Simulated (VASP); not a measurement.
Set up this calculation in VASP 6.6.1, as the native input.

- Task: single point
- Functional: PBE
- Potentials or basis: VASP PAW PBE potentials, release 64 (Se, Li_sv)
- Cutoff: 750 eV
- k mesh: 6 × 6 × 6
- Occupations: gaussian, width 0.01 eV
- Spin: no spin polarisation
- Dipole correction: no
- Further INCAR settings: ALGO = Normal; EDIFF = 1e-06; NBANDS = 13

The structure of Li2Se lies in POSCAR:

```
Li2Se
1.0
    0.0000000000      3.0034325905      3.0034325905
    3.0034325905      0.0000000000      3.0034325905
    3.0034325905      3.0034325905      0.0000000000
Se Li
1 2
Direct
    0.0000000000      0.0000000000      0.0000000000
    0.2500000000      0.2500000000      0.2500000000
    0.7500000000      0.7500000000      0.7500000000
```

One way to write it, as run:

INCAR

```
PREC = Accurate
ENCUT = 750
EDIFF = 1E-6
ISMEAR = 0
SIGMA = 0.01
LREAL = False
LASPH = True
NELM = 120
ALGO = Normal
ISIF = 2
LWAVE = False
LCHARG = True
GGA = PE
LELF = True
LVHAR = True
NBANDS = 13
GGA_COMPAT = False
```

KPOINTS

```
regular mesh
0
Gamma
  6 6 6
```

Potentials or basis: VASP PAW PBE potentials, release 64 (Se, Li_sv).

Launch:

```bash
$ cat potpaw_PBE.64/Se/POTCAR potpaw_PBE.64/Li_sv/POTCAR > POTCAR
$ mpirun -np 1 vasp_std > vasp.out
```

Results of the run:

```json
{"Pressure": "-0.1 GPa", "Band gap on the k mesh": "2.98 eV, indirect (least direct gap 3.38 eV)"}
```

It took 19 s on 1 thread of Intel(R) Xeon(R) Platinum 8559C (Emerald Rapids) (shared host), peak memory 0.23 GiB.
